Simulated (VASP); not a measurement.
# CoW (R-3m) in VASP: further runs

CoW is run at these levels: PBE; tasks: single point.

Program: VASP 6.6.1. These are calculated values, not measurements. Logs are shortened: lines on timing, memory, paths and dates and some standing lists are left out, and cuts for length are marked.

## (1) The cell of the first run

Symmetry: R-3m, No. 166, trigonal system. Conventional cell: a = 2.707 Å, b = 2.707 Å, c = 12.887 Å, α = 90.00°, β = 90.00°, γ = 120.00°. Co (site symmetry -3m) has 6 W at 2.66 Å and 6 Co at 2.71 Å within 3.5 Å. Within 3.5 Å of W (site symmetry -3m) lie 6 Co at 2.66 Å and 6 W at 2.71 Å.

## (2) Single point, PBE

INCAR reads:

```
PREC = Accurate ; ENCUT = 520
EDIFF = 1E-6 ; ISMEAR = 0
SIGMA = 0.1 ; LREAL = F
LASPH = T ; NELM = 100
ALGO = Fast ; ISIF = 2
LWAVE = F ; LCHARG = F
GGA = PE ; NBANDS = 18
```

KPOINTS reads:

```
regular mesh
0
Gamma
  18 18 18
```

POSCAR reads:

```
CoW
1.0
   -1.8422072998     -1.8422072998     -3.7561729288
   -1.8422072998     -3.7561729288     -1.8422072998
   -3.7561729288     -1.8422072998     -1.8422072998
Co W
1 1
Direct
    0.0000000000      0.0000000000      0.0000000000
    0.5000000000      0.5000000000      0.5000000000
```

Potentials or basis: VASP PAW PBE potentials, release 64 (Co, W_sv).

Command:

```sh
$ cat potpaw_PBE.64/Co/POTCAR potpaw_PBE.64/W_sv/POTCAR > POTCAR
$ mpirun -np 1 vasp_std > vasp.out
```

OUTCAR:

```text
PREC = Accurate
   ENCUT = 520
   EDIFF = 1E-6
   ISMEAR = 0
   LREAL = F
   LASPH = T
   NELM = 100
   ISIF = 2
   GGA = PE

 ion  position               nearest neighbor table
   1  0.000  0.000  0.000-   2 2.66   2 2.66   2 2.66   2 2.66   2 2.66   2 2.66
   2  0.500  0.500  0.500-   1 2.66   1 2.66   1 2.66   1 2.66   1 2.66   1 2.66

  LATTYP: Found a trigonal (rhomboedric) cell.
 ALAT       =     4.5712460601
 COS(alpha) =     0.8246930755

  Lattice vectors:

 A1 = (  -1.8422072998,  -1.8422072998,  -3.7561729288)
 A2 = (  -1.8422072998,  -3.7561729288,  -1.8422072998)
 A3 = (  -3.7561729288,  -1.8422072998,  -1.8422072998)

Analysis of symmetry for initial positions (statically):
=====================================================================
 Subroutine PRICEL returns:
 Original cell was already a primitive cell.

 Routine SETGRP: Setting up the symmetry group for a
 trigonal (rhombohedral) supercell.

 Subroutine GETGRP returns: Found 12 space group operations
 (whereof 12 operations were pure point group operations)
 out of a pool of 12 trial point group operations.

The static configuration has the point symmetry D_3d.

Analysis of symmetry for dynamics (positions and initial velocities):
=====================================================================
 Subroutine PRICEL returns:
 Original cell was already a primitive cell.

 Routine SETGRP: Setting up the symmetry group for a
 trigonal (rhombohedral) supercell.

 Subroutine GETGRP returns: Found 12 space group operations
 (whereof 12 operations were pure point group operations)
 out of a pool of 12 trial point group operations.

The dynamic configuration has the point symmetry D_3d.

 Subroutine INISYM returns: Found 12 space group operations
 (whereof 12 operations are pure point group operations),
 and found     1 'primitive' translations

----------------------------------------------------------------------------------------

                                     Primitive cell

  volume of cell :      27.2568

  direct lattice vectors                    reciprocal lattice vectors
    -1.842207300 -1.842207300 -3.756172929     0.129359144  0.129359144 -0.393116278
    -1.842207300 -3.756172929 -1.842207300     0.129359144 -0.393116278  0.129359144
    -3.756172929 -1.842207300 -1.842207300    -0.393116278  0.129359144  0.129359144

  length of vectors
     4.571246060  4.571246060  4.571246060     0.433598875  0.433598875  0.433598875

  position of ions in fractional coordinates (direct lattice)
     0.000000000  0.000000000  0.000000000
     0.500000000  0.500000000  0.500000000

  ion indices of the primitive-cell ions
   primitive index   ion index
                 1           1
                 2           2

----------------------------------------------------------------------------------------

 KPOINTS: regular mesh

Automatic generation of k-mesh.
 Grid dimensions read from file:
 generate k-points for:   18   18   18

 Generating k-lattice:

  Cartesian coordinates                     Fractional coordinates (reciprocal lattice)
     0.007186619  0.007186619 -0.021839793     0.055555556  0.000000000  0.000000000
     0.007186619 -0.021839793  0.007186619     0.000000000  0.055555556  0.000000000
    -0.021839793  0.007186619  0.007186619     0.000000000  0.000000000  0.055555556

  Length of vectors
     0.024088826  0.024088826  0.024088826

  Shift w.r.t. Gamma in fractional coordinates (k-lattice)
     0.000000000  0.000000000  0.000000000

 Subroutine IBZKPT returns following result:
 ===========================================

 Found    580 irreducible k-points:

 Following reciprocal coordinates:
            Coordinates               Weight
  0.000000  0.000000  0.000000      1.000000
  0.055556 -0.000000 -0.000000      6.000000
  0.111111 -0.000000 -0.000000      6.000000
  0.166667  0.000000  0.000000      6.000000
  0.222222  0.000000  0.000000      6.000000
  0.277778 -0.000000 -0.000000      6.000000
[... 16 lines left out ...]
 -0.277778  0.055556  0.000000     12.000000
 -0.222222  0.055556  0.000000     12.000000
 [... further k-points ...]
   k-points           NKPTS =    580   k-points in BZ     NKDIM =    580   number of bands    NBANDS=     18
   number of dos      NEDOS =    301   number of ions     NIONS =      2
   total plane-waves  NPLWV =  46656
   dimension x,y,z NGX =    36 NGY =   36 NGZ =   36
   dimension x,y,z NGXF=    72 NGYF=   72 NGZF=   72
   ions per type =               1   1
   NGX,Y,Z   is equivalent  to a cutoff of  13.09, 13.09, 13.09 a.u.
   NGXF,Y,Z  is equivalent  to a cutoff of  26.18, 26.18, 26.18 a.u.
 SYSTEM =  unknown system
   PREC   = accura    normal or accurate (medium, high low for compatibility)
   ISTART =      0    job   : 0-new  1-cont  2-samecut
   ICHARG =      2    charge: 1-file 2-atom 10-const
   ISPIN  =      1    spin polarized calculation?
   LNONCOLLINEAR =      F non collinear calculations
   LSORBIT =      F    spin-orbit coupling
   LASPH  =      T    aspherical Exc in radial PAW
   ENCUT  =  520.0 eV  38.22 Ry    6.18 a.u.   8.50  8.50  8.50*2*pi/ulx,y,z
   NELM   =    100;   NELMIN=  2; NELMDL= -5     # of ELM steps
   EDIFF  = 0.1E-05   stopping-criterion for ELM
   LREAL  =      F    real-space projection
   EDIFFG = 0.1E-04   stopping-criterion for IOM
   NSW    =      0    number of steps for IOM
   IBRION =     -1    ionic relax: 0-MD 1-quasi-New 2-CG
   NFREE  =      0    steps in history (QN), initial steepest desc. (CG)
   ISIF   =      2    stress and relaxation
   ISYM   =      2    0-nonsym 1-usesym 2-fastsym
   POTIM  = 0.5000    time-step for ionic-motion
   TEBEG  =    0.0;   TEEND  =   0.0 temperature during run
   PSTRESS=    0.0 pullay stress
   NELECT =      23.0000    total number of electrons
   NUPDOWN=      -1.0000    fix difference up-down
   EMIN   =  10.00;   EMAX   =-10.00  energy-range for DOS
   EFERMI =   0.00;   METHOD = LEGACY
   ISMEAR =     0;   SIGMA  =   0.10  broadening in eV -4-tet -1-fermi 0-gaus
   EFERMI_NEDOS =   21; number of points for ismear=-14 and -15
   IALGO  =     68    algorithm
   IMIX   =      4    mixing-type and parameters
     AMIX     =   0.40;   BMIX     =  1.00
     AMIX_MAG =   1.60;   BMIX_MAG =  1.00
  volume/ion in A,a.u.               =      13.63        91.97
  Fermi-wavevector in a.u.,A,eV,Ry     =   1.547007  2.923419 32.561880  2.393231
  Thomas-Fermi vector in A             =   2.652162
   LORBIT       =      0    0 simple, 1 ext, 2 COOP (PROOUT), +10 PAW based schemes
   GGA     = PE    functional components
   LHFCALC =     F    Hartree Fock is set to
   AEXX    =    0.0000 exact exchange contribution
   IVDW    =     0    specifies the selected vdW correction
   LEPSILON=     F    determine dielectric tensor
   LRPA    =     F    only Hartree local field effects (RPA)
 non-spin polarized calculation
 RMM-DIIS sequential band-by-band and
 Gauss-broadening in eV      SIGMA  =   0.10
  energy-cutoff  :      520.00
  volume of cell :       27.26
 maximum number of plane-waves:       746
 NGX is ok and might be reduce to    36
   NGX = 17   NGY = 17   NGZ = 17

 number of electron      22.9999999 magnetization

 Free energy of the ion-electron system (eV)
  ---------------------------------------------------
  ext. energy  EPLUGINS =         0.00000000
  ---------------------------------------------------
  free energy    TOTEN  =       -19.39730967 eV

  energy without entropy =      -19.38412873  energy(sigma->0) =      -19.39071920

 E-fermi :  10.3470     XC(G=0): -13.4003

 val. band max:       10.3451949051   @ k =  -0.1111  -0.3333   0.0556
 cond. band min:      10.3482573944   @ k =  -0.2778   0.1667   0.0556
 fundamental gap:      0.0030624893
 Fermi energy:        10.3470039336

 k-point     1 :       0.0000    0.0000    0.0000
  band No.  band energies     occupation
      1     -63.4643      2.00000
      2     -27.7990      2.00000
      3     -26.9454      2.00000
      4     -26.9454      2.00000
      5       1.4088      2.00000
      6       5.1857      2.00000
[... 10 lines left out ...]
     17      19.8292      0.00000
     18      24.2041      0.00000

 k-point     2 :       0.0556   -0.0000   -0.0000
  band No.  band energies     occupation
      1     -63.4602      2.00000
      2     -27.7927      2.00000
      3     -26.9918      2.00000
      4     -26.9558      2.00000
      5       1.5390      2.00000
      6       5.2905      2.00000
[... 10 lines left out ...]
     17      19.8268      0.00000
     18      24.5366      0.00000

 k-point     3 :       0.1111   -0.0000   -0.0000
  band No.  band energies     occupation
      1     -63.4483      2.00000
      2     -27.7744      2.00000
      3     -27.1241      2.00000
      4     -26.9856      2.00000
      5       1.9155      2.00000
      6       5.5915      2.00000
[... 10 lines left out ...]
     17      19.8426      0.00000
     18      25.4254      0.00000

 k-point     4 :       0.1667    0.0000    0.0000
  band No.  band energies     occupation
      1     -63.4300      2.00000
      2     -27.7463      2.00000
      3     -27.3228      2.00000
      4     -27.0310      2.00000
      5       2.4978      2.00000
      6       6.0360      2.00000
[... 375 lines left out ...]
      4     -27.2469      2.00000
      5       4.9762      2.00000
      6       6.7308      2.00000
[... 10 lines left out ...]
     17      19.8134      0.00000
     18      21.7933      0.00000

 k-point    23 :      -0.2778    0.0556    0.0000
  band No.  band energies     occupation
      1     -63.3702      2.00000
      2     -27.9243      2.00000
      3     -27.6532      2.00000
      4     -27.1941      2.00000
      5       4.4064      2.00000
      6       6.7287      2.00000
[... 10 lines left out ...]
     17      20.3547      0.00000
     18      21.9456      0.00000

 k-point    24 :      -0.2222    0.0556    0.0000
  band No.  band energies     occupation
      1     -63.3935      2.00000
      2     -27.6936      2.00000
      3     -27.6893      2.00000
      4     -27.1334      2.00000
      5       3.6544      2.00000
      6       6.6918      2.00000
[... 10 lines left out ...]
     17      20.0659      0.00000
     18      23.2995      0.00000

 [... further k-points ...]
[... 5 lines left out ...]
  --------------------------------------------------------------------------------------
  -------------------------------------------------------------------------------------
  Total       -0.1556372     -0.1556372     -0.1556372     -0.0332052     -0.0332052     -0.0332052
  in kB       -9.1484698     -9.1484698     -9.1484698     -1.9518293     -1.9518293     -1.9518293
  external PRESSURE =      -9.1484698 kB  Pullay stress =       0.0000000 kB

 VOLUME and BASIS-vectors are now :
 -----------------------------------------------------------------------------
  energy-cutoff  :      520.00
  volume of cell :       27.26
      direct lattice vectors                 reciprocal lattice vectors
    -1.842207300 -1.842207300 -3.756172929     0.129359144  0.129359144 -0.393116278
    -1.842207300 -3.756172929 -1.842207300     0.129359144 -0.393116278  0.129359144
    -3.756172929 -1.842207300 -1.842207300    -0.393116278  0.129359144  0.129359144

 POSITION                                       TOTAL-FORCE (eV/Angst)
 -----------------------------------------------------------------------------------
      0.00000      0.00000      0.00000         0.000000      0.000000      0.000000
     -3.72029     -3.72029     -3.72029        -0.000000     -0.000000     -0.000000
 -----------------------------------------------------------------------------------
    total drift:                               -0.000000     -0.000000     -0.000000

  FREE ENERGIE OF THE ION-ELECTRON SYSTEM (eV)
  ---------------------------------------------------
  free  energy   TOTEN  =       -19.3973096740 eV

  energy  without entropy=      -19.3841287317  energy(sigma->0) =      -19.39071920
```

Wall time 6.1 min (1 thread of Intel Xeon 6975P-C (Granite Rapids), shared host); peak memory 0.46 GiB.

What came out:

* Free energy: -19.3973 eV
* Pressure: -0.9 GPa

Caveat: spin-orbit coupling is left out, which moves the levels of the heavy elements. Spin polarisation is off, so any magnetic state and its effect on volume and gap are missing.

[end of part 1 of 2]
